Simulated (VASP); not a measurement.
# Bi4C (Im-3m) in VASP: notebook, part 3 of 3

VASP 6.6.1.

## 4. Relaxation of cell and atoms, PBE

INCAR reads:

```
ALGO = Fast
EDIFF = 1E-7
EDIFFG = -0.01
ENCUT = 600
GGA = PE
IBRION = 2
ISIF = 3
ISMEAR = 0
LASPH = True
LCHARG = False
LREAL = False
LWAVE = False
NELM = 80
NSW = 100
PREC = Accurate
SIGMA = 0.1
```

KPOINTS reads:

```
k-points
0
Gamma
  8 8 8
```

POSCAR reads:

```
Bi4C
1.0
   -3.2786466769      3.2786466769      3.2786466769
    3.2786466769     -3.2786466769      3.2786466769
    3.2786466769      3.2786466769     -3.2786466769
Bi C
4 1
Direct
    0.5000000000      0.5000000000      0.5000000000
    0.5000000000      0.0000000000      0.0000000000
    0.0000000000      0.0000000000      0.5000000000
    0.0000000000      0.5000000000      0.0000000000
    0.0000000000      0.0000000000      0.0000000000
```

Potentials or basis: VASP PAW PBE potentials, release 64 (Bi_d, C).

Launch:

```sh
cat potpaw_PBE.64/Bi_d/POTCAR potpaw_PBE.64/C/POTCAR > POTCAR
mpirun -np 1 vasp_std > vasp.out
```

OUTCAR:

```text
EDIFF = 1E-7
   EDIFFG = -0.01
   ENCUT = 600
   GGA = PE
   IBRION = 2
   ISIF = 3
   ISMEAR = 0
   LASPH = True
   LREAL = False
   NELM = 80
   NSW = 100
   PREC = Accurate

 ion  position               nearest neighbor table
   1  0.500  0.500  0.500-   5 2.84   5 2.84   4 3.28   2 3.28   2 3.28   4 3.28   3 3.28   3 3.28

   2  0.500  0.000  0.000-   5 2.84   5 2.84   4 3.28   1 3.28   1 3.28   3 3.28   3 3.28   4 3.28

   3  0.000  0.000  0.500-   5 2.84   5 2.84   4 3.28   1 3.28   2 3.28   4 3.28   2 3.28   1 3.28

   4  0.000  0.500  0.000-   5 2.84   5 2.84   3 3.28   1 3.28   2 3.28   3 3.28   1 3.28   2 3.28

   5  0.000  0.000  0.000-   1 2.84   2 2.84   3 2.84   4 2.84   3 2.84   4 2.84   2 2.84   1 2.84

  LATTYP: Found a body centered cubic cell.
 ALAT       =     6.5572933538

  Lattice vectors:

 A1 = (  -3.2786466769,   3.2786466769,   3.2786466769)
 A2 = (   3.2786466769,  -3.2786466769,   3.2786466769)
 A3 = (   3.2786466769,   3.2786466769,  -3.2786466769)

Analysis of symmetry for initial positions (statically):
=====================================================================
 Subroutine PRICEL returns:
 Original cell was already a primitive cell.

 Routine SETGRP: Setting up the symmetry group for a
 body centered cubic supercell.

 Subroutine GETGRP returns: Found 48 space group operations
 (whereof 48 operations were pure point group operations)
 out of a pool of 48 trial point group operations.

The static configuration has the point symmetry O_h .

Analysis of symmetry for dynamics (positions and initial velocities):
=====================================================================
 Subroutine PRICEL returns:
 Original cell was already a primitive cell.

 Routine SETGRP: Setting up the symmetry group for a
 body centered cubic supercell.

 Subroutine GETGRP returns: Found 48 space group operations
 (whereof 48 operations were pure point group operations)
 out of a pool of 48 trial point group operations.

The dynamic configuration has the point symmetry O_h .

 Subroutine INISYM returns: Found 48 space group operations
 (whereof 48 operations are pure point group operations),
 and found     1 'primitive' translations

----------------------------------------------------------------------------------------

                                     Primitive cell

  volume of cell :     140.9756

  direct lattice vectors                    reciprocal lattice vectors
    -3.278646677  3.278646677  3.278646677     0.000000000  0.152501946  0.152501946
     3.278646677 -3.278646677  3.278646677     0.152501946  0.000000000  0.152501946
     3.278646677  3.278646677 -3.278646677     0.152501946  0.152501946  0.000000000

  length of vectors
     5.678782624  5.678782624  5.678782624     0.215670321  0.215670321  0.215670321

  position of ions in fractional coordinates (direct lattice)
     0.500000000  0.500000000  0.500000000
     0.500000000  0.000000000  0.000000000
     0.000000000  0.000000000  0.500000000
     0.000000000  0.500000000  0.000000000
     0.000000000  0.000000000  0.000000000
[... 36 lines left out ...]
            Coordinates               Weight
  0.000000  0.000000  0.000000      1.000000
  0.125000  0.000000  0.000000     12.000000
  0.250000  0.000000  0.000000     12.000000
  0.375000  0.000000  0.000000     12.000000
  0.500000  0.000000  0.000000      6.000000
  0.125000  0.125000  0.000000     24.000000
[... 16 lines left out ...]
 -0.250000  0.250000  0.250000      6.000000
 -0.375000  0.375000  0.250000     24.000000
 [... further k-points ...]
   k-points           NKPTS =     29   k-points in BZ     NKDIM =     29   number of bands    NBANDS=     38
   number of dos      NEDOS =    301   number of ions     NIONS =      5
   total plane-waves  NPLWV = 110592
   dimension x,y,z NGX =    48 NGY =   48 NGZ =   48
   dimension x,y,z NGXF=    96 NGYF=   96 NGZF=   96
   ions per type =               4   1
   NGX,Y,Z   is equivalent  to a cutoff of  14.05, 14.05, 14.05 a.u.
   NGXF,Y,Z  is equivalent  to a cutoff of  28.10, 28.10, 28.10 a.u.
 SYSTEM =  unknown system
   PREC   = accura    normal or accurate (medium, high low for compatibility)
   ISTART =      0    job   : 0-new  1-cont  2-samecut
   ICHARG =      2    charge: 1-file 2-atom 10-const
   ISPIN  =      1    spin polarized calculation?
   LNONCOLLINEAR =      F non collinear calculations
   LSORBIT =      F    spin-orbit coupling
   LASPH  =      T    aspherical Exc in radial PAW
   ENCUT  =  600.0 eV  44.10 Ry    6.64 a.u.  11.34 11.34 11.34*2*pi/ulx,y,z
   NELM   =     80;   NELMIN=  2; NELMDL= -5     # of ELM steps
   EDIFF  = 0.1E-06   stopping-criterion for ELM
   LREAL  =      F    real-space projection
   EDIFFG = -.1E-01   stopping-criterion for IOM
   NSW    =    100    number of steps for IOM
   IBRION =      2    ionic relax: 0-MD 1-quasi-New 2-CG
   NFREE  =      1    steps in history (QN), initial steepest desc. (CG)
   ISIF   =      3    stress and relaxation
   ISYM   =      2    0-nonsym 1-usesym 2-fastsym
   POTIM  = 0.5000    time-step for ionic-motion
   TEBEG  =    0.0;   TEEND  =   0.0 temperature during run
   PSTRESS=    0.0 pullay stress
   NELECT =      64.0000    total number of electrons
   NUPDOWN=      -1.0000    fix difference up-down
   EMIN   =  10.00;   EMAX   =-10.00  energy-range for DOS
   EFERMI =   0.00;   METHOD = LEGACY
   ISMEAR =     0;   SIGMA  =   0.10  broadening in eV -4-tet -1-fermi 0-gaus
   EFERMI_NEDOS =   21; number of points for ismear=-14 and -15
   IALGO  =     68    algorithm
   IMIX   =      4    mixing-type and parameters
     AMIX     =   0.40;   BMIX     =  1.00
     AMIX_MAG =   1.60;   BMIX_MAG =  1.00
  volume/ion in A,a.u.               =      28.20       190.27
  Fermi-wavevector in a.u.,A,eV,Ry     =   1.258211  2.377674 21.539320  1.583095
  Thomas-Fermi vector in A             =   2.391832
   LORBIT       =      0    0 simple, 1 ext, 2 COOP (PROOUT), +10 PAW based schemes
   GGA     = PE    functional components
   LHFCALC =     F    Hartree Fock is set to
   AEXX    =    0.0000 exact exchange contribution
   IVDW    =     0    specifies the selected vdW correction
   LEPSILON=     F    determine dielectric tensor
   LRPA    =     F    only Hartree local field effects (RPA)
 conjugate gradient relaxation of ions
 non-spin polarized calculation
 RMM-DIIS sequential band-by-band and
 Gauss-broadening in eV      SIGMA  =   0.10
  energy-cutoff  :      600.00
  volume of cell :      140.98
 maximum number of plane-waves:      4738
 NGX is ok and might be reduce to    48
   NGX = 23   NGY = 23   NGZ = 23

 number of electron      64.0000002 magnetization

 Free energy of the ion-electron system (eV)
  ---------------------------------------------------
  ext. energy  EPLUGINS =         0.00000000
  ---------------------------------------------------
  free energy    TOTEN  =       -20.16088622 eV

  energy without entropy =      -20.14962572  energy(sigma->0) =      -20.15525597

 E-fermi :   7.0182     XC(G=0):  -9.9864

 val. band max:        6.9583792776   @ k =  -0.1250   0.1250   0.1250
 cond. band min:       7.0431803042   @ k =   0.2500   0.2500   0.1250
 fundamental gap:      0.0848010266
 Fermi energy:         7.0182097872

 k-point     1 :       0.0000    0.0000    0.0000
  band No.  band energies     occupation
      1     -16.1623      2.00000
      2     -16.1623      2.00000
      3     -16.0561      2.00000
      4     -16.0294      2.00000
      5     -16.0294      2.00000
      6     -16.0294      2.00000
[... 973 lines left out ...]
     37      10.7812      0.00000
     38      11.1654      0.00000

 [... further k-points ...]

------------------------ aborting loop because EDIFF is reached ----------------------------------------

  FORCE on cell =-STRESS in cart. coord.  units (eV):
  Direction    XX          YY          ZZ          XY          YZ          ZX
  --------------------------------------------------------------------------------------
  -------------------------------------------------------------------------------------
  Total       -0.0307049     -0.0307049     -0.0307049      0.0000000      0.0000000     -0.0000000
  in kB       -0.3489591     -0.3489591     -0.3489591      0.0000000      0.0000000     -0.0000000
  external PRESSURE =      -0.3489591 kB  Pullay stress =       0.0000000 kB

 VOLUME and BASIS-vectors are now :
 -----------------------------------------------------------------------------
  energy-cutoff  :      600.00
  volume of cell :      140.98
      direct lattice vectors                 reciprocal lattice vectors
    -3.278646677  3.278646677  3.278646677     0.000000000  0.152501946  0.152501946
     3.278646677 -3.278646677  3.278646677     0.152501946  0.000000000  0.152501946
     3.278646677  3.278646677 -3.278646677     0.152501946  0.152501946  0.000000000

 POSITION                                       TOTAL-FORCE (eV/Angst)
 -----------------------------------------------------------------------------------
      1.63932      1.63932      1.63932         0.000000     -0.000000      0.000000
     -1.63932      1.63932      1.63932        -0.000000      0.000000      0.000000
      1.63932      1.63932     -1.63932         0.000000      0.000000     -0.000000
      1.63932     -1.63932      1.63932        -0.000000      0.000000     -0.000000
      0.00000      0.00000      0.00000        -0.000000      0.000000     -0.000000
 -----------------------------------------------------------------------------------
    total drift:                                0.000000      0.000000     -0.000000

  FREE ENERGIE OF THE ION-ELECTRON SYSTEM (eV)
  ---------------------------------------------------
  free  energy   TOTEN  =       -20.1608862180 eV

  energy  without entropy=      -20.1496257186  energy(sigma->0) =      -20.15525597

 reached required accuracy - stopping structural energy minimisation
```

OSZICAR:

```text
N       E                     dE             d eps       ncg     rms          rms(c)
DAV:   1     0.786614662900E+03    0.78661E+03   -0.35938E+04  2204   0.226E+03
DAV:   2     0.721793306875E+02   -0.71444E+03   -0.70081E+03  2204   0.598E+02
DAV:   3    -0.160005319307E+02   -0.88180E+02   -0.85202E+02  2582   0.216E+02
DAV:   4    -0.213697706823E+02   -0.53692E+01   -0.52396E+01  2554   0.500E+01
DAV:   5    -0.216536063776E+02   -0.28384E+00   -0.28337E+00  2906   0.109E+01    0.651E+00
RMM:   6    -0.212024862251E+02    0.45112E+00   -0.60678E+00  2309   0.694E+00    0.578E+00
RMM:   7    -0.201587745440E+02    0.10437E+01   -0.82361E-01  2338   0.487E+00    0.116E+00
RMM:   8    -0.201632127744E+02   -0.44382E-02   -0.16811E-01  2865   0.162E+00    0.764E-01
RMM:   9    -0.201597720828E+02    0.34407E-02   -0.49651E-02  2356   0.108E+00    0.130E-01
RMM:  10    -0.201608578403E+02   -0.10858E-02   -0.12475E-02  2952   0.587E-01    0.127E-01
RMM:  11    -0.201608254345E+02    0.32406E-04   -0.23243E-03  2679   0.251E-01    0.177E-02
RMM:  12    -0.201608824015E+02   -0.56967E-04   -0.61732E-04  3353   0.113E-01    0.189E-02
RMM:  13    -0.201608876596E+02   -0.52582E-05   -0.73322E-05  3256   0.373E-02    0.119E-02
RMM:  14    -0.201608870462E+02    0.61344E-06   -0.14757E-05  2775   0.179E-02    0.602E-03
RMM:  15    -0.201608859772E+02    0.10690E-05   -0.40300E-06  2803   0.927E-03    0.194E-03
RMM:  16    -0.201608861467E+02   -0.16946E-06   -0.11757E-06  1984   0.534E-03    0.473E-04
RMM:  17    -0.201608862180E+02   -0.71296E-07   -0.37619E-07  1553   0.317E-03
   1 F= -.20160886E+02 E0= -.20155256E+02  d E =-.201609E+02
```

CONTCAR:

```text
Bi4C
   1.00000000000000
    -3.2786466768999998    3.2786466768999998    3.2786466768999998
     3.2786466768999998   -3.2786466768999998    3.2786466768999998
     3.2786466768999998    3.2786466768999998   -3.2786466768999998
  Bi              C
     4     1
Direct
     0.5000000000000000    0.5000000000000000    0.5000000000000000
     0.5000000000000000    0.0000000000000000    0.0000000000000000
     0.0000000000000000    0.0000000000000000    0.5000000000000000
     0.0000000000000000    0.5000000000000000    0.0000000000000000
     0.0000000000000000    0.0000000000000000    0.0000000000000000

  0.00000000E+00  0.00000000E+00  0.00000000E+00
  0.00000000E+00  0.00000000E+00  0.00000000E+00
  0.00000000E+00  0.00000000E+00  0.00000000E+00
  0.00000000E+00  0.00000000E+00  0.00000000E+00
  0.00000000E+00  0.00000000E+00  0.00000000E+00
```

It took 4 min on 1 thread of Oxide Virtual Turin-like, shared host; peak memory 0.37 GiB.

Results:

```
Free energy             : -20.1609 eV
Pressure after relaxing : 0.0 GPa
Band gap on the k mesh  : zero (bands 32 and 33 overlap by 1.89 eV)
```

Final structure:
```
CELL_PARAMETERS angstrom
-3.27865 3.27865 3.27865
3.27865 -3.27865 3.27865
3.27865 3.27865 -3.27865
ATOMIC_POSITIONS crystal
Bi 0.50000 0.50000 0.50000
Bi 0.50000 0.00000 0.00000
Bi 0.00000 0.00000 0.50000
Bi 0.00000 0.50000 0.00000
C 0.00000 0.00000 0.00000
```

Caveat: the relaxation stopped at its first step, so nothing moved; spin-orbit coupling is left out, which moves the levels of the heavy elements.

## 5. Overview

| task | cell | k mesh | cutoff (eV) | gap on the mesh (eV) | pressure (GPa) |
| --- | --- | --- | --- | --- | --- |
| single point | a = 5.679 Å, angles 109.5°, 5 atoms | 8 × 8 × 8 | 520 | none | -0.1 |
| relaxation of cell and atoms | relaxed from a = 5.548 Å, angles 109.5°, 5 atoms | 4 × 4 × 4 | 600 | none | 0.0 |
| relaxation of cell and atoms | relaxed from a = 5.679 Å, angles 109.5°, 5 atoms | 8 × 8 × 8 | 600 | none | 0.0 |

Alike in all rows: level PBE; potentials or basis VASP PAW PBE potentials, release 64 (Bi_d, C); no spin polarisation; smearing gaussian 0.1 eV.

Caveats: spin-orbit coupling is left out, which moves the levels of the heavy elements; the relaxation stopped at its first step, so nothing moved (at least some runs).

Total energies depend on the potentials used, so only differences within one code and one set of settings carry meaning.

The gap in the log of VASP goes by the Fermi energy; the results here count the filled bands.